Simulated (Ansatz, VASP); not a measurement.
# MnSi6 in VASP and in Ansatz

```
Mn Si
1.0
     4.66664    0.00000    0.00000
     0.00000    4.66664    0.00000
     0.00000    0.00000    4.66664
Mn Si
1 6
Direct
  0.00000 0.00000 0.00000
  0.80113 0.50000 0.50000
  0.19887 0.50000 0.50000
  0.50000 0.50000 0.80113
  0.50000 0.50000 0.19887
  0.50000 0.19887 0.50000
  0.50000 0.80113 0.50000
```

Change from the starting cell: species swapped into the YB6 type (Pm-3m, No. 221).

Alike in both runs: task single point; functional PBE; k mesh 4 × 4 × 4; occupations gaussian, width 0.1 eV; collinear spin.

```csv
,VASP,Ansatz
version,VASP 6.6.1,Ansatz 0.2.0
potentials or method,"VASP PAW PBE potentials, release 64 (Mn_pv, Si), cutoff 520 eV","scalar-relativistic, plane waves, PAW"
valence electrons in the cell,37,39
```

Ansatz gave:

* gap on the k mesh at the Fermi level (eV): none
* rms of the force components (eV/Å): 2.996
* net moment per atom (μB): 0.54
* size of the moment on the site where the two differ most (μB): 4.44

Problem. What did VASP give for the same quantities?

Solution. gap on the k mesh at the Fermi level (eV): none; rms of the force components (eV/Å): 2.962; net moment per atom (μB): 0.54; size of the moment on the site where the two differ most (μB): 4.20.

Site moments also hang on the region over which each program counts them. Atom by atom the forces differ by 0.034 eV/Å (rms over components). A gap of «none» marks a metal or a gap that the smearing closes. VASP's potentials hold 37 valence electrons a cell and Ansatz's 39, so a difference there can come from the potentials and not from the codes.
